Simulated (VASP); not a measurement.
# SiO2 (I-42d) in VASP: a series of runs, part 2 of 2

VASP 6.6.1. Earlier steps stand in the parts before.

## 3. Relaxation of cell and atoms, LDA

This run uses another cell than the first one, of 15.54 Å³/atom, 1.053 times its volume.

INCAR reads:

```
ALGO = Normal ; EDIFF = 1E-6
EDIFFG = -0.005 ; ENCUT = 600
IBRION = 2 ; ISIF = 3
ISMEAR = 0 ; LASPH = T
LCHARG = F ; LREAL = F
LWAVE = F ; NELM = 100
NSW = 70 ; PREC = Accurate
SIGMA = 0.02
```

KPOINTS reads:

```
k-points
0
Gamma
  6 6 6
```

POSCAR reads:

```
SiO2
1.0
   -2.5133692874      2.5133692874      3.6893906329
    2.5133692874     -2.5133692874      3.6893906329
    2.5133692874      2.5133692874     -3.6893906329
Si O
2 4
Direct
    0.0000000000      0.0000000000      0.0000000000
    0.7500000000      0.2500000000      0.5000000000
    0.9670112619      0.6250000000      0.8420112619
    0.3750000000      0.2170112619      0.3420112619
    0.7829887381      0.1250000000      0.1579887381
    0.8750000000      0.0329887381      0.6579887381
```

Potentials or basis: VASP PAW LDA potentials, release 64 (Si, O).

Started as:

```
cat potpaw_LDA.64/Si/POTCAR potpaw_LDA.64/O/POTCAR > POTCAR
mpirun -np 1 vasp_std > vasp.out
```

OUTCAR:

```text
EDIFF = 1E-6
   EDIFFG = -0.005
   ENCUT = 600
   IBRION = 2
   ISIF = 3
   ISMEAR = 0
   LASPH = T
   LREAL = F
   NELM = 100
   NSW = 70
   PREC = Accurate

 ion  position               nearest neighbor table
   1  0.000  0.000  0.000-   3 1.63   4 1.63   5 1.63   6 1.63   2 3.12   2 3.12   2 3.12   2 3.12

   2  0.750  0.250  0.500-   3 1.63   4 1.63   5 1.63   6 1.63   1 3.12   1 3.12   1 3.12   1 3.12

   3  0.967  0.625  0.842-   1 1.63   2 1.63
   4  0.375  0.217  0.342-   1 1.63   2 1.63
   5  0.783  0.125  0.158-   1 1.63   2 1.63
   6  0.875  0.033  0.658-   1 1.63   2 1.63

  LATTYP: Found a body centered tetragonal cell.
 ALAT       =     5.0267385748
 C/A-ratio  =     1.4679063086

  Lattice vectors:

 A1 = (  -2.5133692874,   2.5133692874,   3.6893906329)
 A2 = (   2.5133692874,  -2.5133692874,   3.6893906329)
 A3 = (   2.5133692874,   2.5133692874,  -3.6893906329)

Analysis of symmetry for initial positions (statically):
=====================================================================
 Subroutine PRICEL returns:
 Original cell was already a primitive cell.

 Routine SETGRP: Setting up the symmetry group for a
 body centered tetragonal supercell.

 Subroutine GETGRP returns: Found  8 space group operations
 (whereof  4 operations were pure point group operations)
[... 292 lines left out ...]
  energy  without entropy=      -51.9025852576  energy(sigma->0) =      -51.90258526

[... ionic steps 4 to 14 ...]

--------------------------------------- Ionic step       15  -------------------------------------------

 number of electron      31.9999996 magnetization

------------------------ aborting loop because EDIFF is reached ----------------------------------------
[... 75 lines left out ...]
--------------------------------------- Ionic step       17  -------------------------------------------

 number of electron      31.9999996 magnetization

 Free energy of the ion-electron system (eV)
  ---------------------------------------------------
  ext. energy  EPLUGINS =         0.00000000
  ---------------------------------------------------
  free energy    TOTEN  =       -51.90550363 eV

  energy without entropy =      -51.90550363  energy(sigma->0) =      -51.90550363

 E-fermi :  -0.4400     XC(G=0):  -8.8209

 val. band max:       -0.5950618453   @ k =   0.0000   0.0000   0.0000
 cond. band min:       5.1727928174   @ k =   0.0000   0.0000   0.0000
 fundamental gap:      5.7678546627
 Fermi energy:        -0.4400136102

 k-point     1 :       0.0000    0.0000    0.0000
  band No.  band energies     occupation
      1     -19.5957      2.00000
      2     -17.4134      2.00000
      3     -17.4134      2.00000
      4     -17.3490      2.00000
      5      -9.8326      2.00000
      6      -6.1696      2.00000
[... 541 lines left out ...]
     19       9.2602      0.00000
     20       9.6135      0.00000

 [... further k-points ...]

------------------------ aborting loop because EDIFF is reached ----------------------------------------

  FORCE on cell =-STRESS in cart. coord.  units (eV):
  Direction    XX          YY          ZZ          XY          YZ          ZX
  --------------------------------------------------------------------------------------
  -------------------------------------------------------------------------------------
  Total       -0.0239267     -0.0239267     -0.0045889      0.0000000      0.0000000      0.0000000
  in kB       -0.4343108     -0.4343108     -0.0832957      0.0000000      0.0000000      0.0000000
  external PRESSURE =      -0.3173058 kB  Pullay stress =       0.0000000 kB
[... 21 lines left out ...]
  FREE ENERGIE OF THE ION-ELECTRON SYSTEM (eV)
  ---------------------------------------------------
  free  energy   TOTEN  =       -51.9055036266 eV

  energy  without entropy=      -51.9055036266  energy(sigma->0) =      -51.90550363

 reached required accuracy - stopping structural energy minimisation
```

CONTCAR:

```text
SiO2
   1.00000000000000
    -2.4607730205876939    2.4607730205876939    3.6441016189633180
     2.4607730205876939   -2.4607730205876939    3.6441016189633180
     2.4607730205876939    2.4607730205876939   -3.6441016189633180
  Si              O
     2     4
Direct
     0.0000000000000000    0.0000000000000000    1.0000000000000000
     0.7500000000000000    0.2500000000000000    0.5000000000000000
     0.9755010251185333    0.6250000000000000    0.8505010251185333
     0.3750000000000000    0.2255010251185335    0.3505010251185335
     0.7744989748814667    0.1250000000000000    0.1494989748814665
     0.8750000000000000    0.0244989748814666    0.6494989748814667

  0.00000000E+00  0.00000000E+00  0.00000000E+00
  0.00000000E+00  0.00000000E+00  0.00000000E+00
  0.00000000E+00  0.00000000E+00  0.00000000E+00
  0.00000000E+00  0.00000000E+00  0.00000000E+00
  0.00000000E+00  0.00000000E+00  0.00000000E+00
  0.00000000E+00  0.00000000E+00  0.00000000E+00
```

Wall time 5.8 min (1 thread of Intel Xeon 6975P-C (Granite Rapids), shared host); peak memory 0.24 GiB.

Results:

```yaml
Free_energy: -51.9055 eV
Relaxed_volume: 14.71 Å³/atom
Relaxed_cell: a = 5.039 Å, b = 5.039 Å, c = 5.039 Å, α = 121.53°, β = 121.53°, γ = 87.36°
Space_group_after_relaxing_to_0.05_Å: I-42d (No. 122)
Energy_gained_by_relaxing: 9.5 meV/atom
Ionic_steps: 17
Pressure_after_relaxing: 0.0 GPa
Largest_force_after_relaxing: 0.003 eV/Å
Band_gap_on_the_k_mesh: 5.77 eV, direct
```

Forces on the atoms (eV/Å):
```
Si   0.000  0.000  0.000
Si   0.000  0.000  0.000
O    0.000 -0.003  0.000
O   -0.003  0.000  0.000
O    0.000  0.003  0.000
O    0.003  0.000  0.000
```

Step by step:
| step | energy change (eV) | largest force (eV/Å) | pressure (GPa) | volume (Å³) |
| --- | --- | --- | --- | --- |
| 1 | 0.0000 | 0.3277 | -5.35 | 93.22 |
| 2 | 0.0598 | 0.5785 | 8.77 | 86.40 |
| 3 | -0.0541 | 0.0223 | -0.11 | 90.36 |
| 4 | -0.0541 | 0.0301 | -0.01 | 90.30 |
| 5 | -0.0542 | 0.0289 | 0.00 | 90.25 |
| 6 | -0.0546 | 0.0266 | 0.00 | 90.10 |
| 7 | -0.0553 | 0.0215 | 0.00 | 89.80 |
| 8 | -0.0561 | 0.0102 | 0.00 | 89.21 |
| 9 | -0.0553 | 0.0253 | -0.13 | 88.03 |
| 10 | -0.0562 | 0.0029 | -0.06 | 88.84 |
| 11 | -0.0564 | 0.0084 | 0.13 | 88.65 |
| 12 | -0.0565 | 0.0203 | 0.31 | 88.41 |
| 13 | -0.0567 | 0.0159 | 0.25 | 88.39 |
| 14 | -0.0569 | 0.0040 | 0.08 | 88.34 |
| 15 | -0.0568 | 0.0214 | -0.28 | 88.22 |
| 16 | -0.0570 | 0.0053 | -0.06 | 88.30 |
| 17 | -0.0570 | 0.0032 | -0.03 | 88.27 |

Final structure:
```
Si O
1.0
    -2.46077    2.46077    3.64410
     2.46077   -2.46077    3.64410
     2.46077    2.46077   -3.64410
Si O
2 4
Direct
  0.00000 0.00000 0.00000
  0.75000 0.25000 0.50000
  0.97550 0.62500 0.85050
  0.37500 0.22550 0.35050
  0.77450 0.12500 0.14950
  0.87500 0.02450 0.64950
```
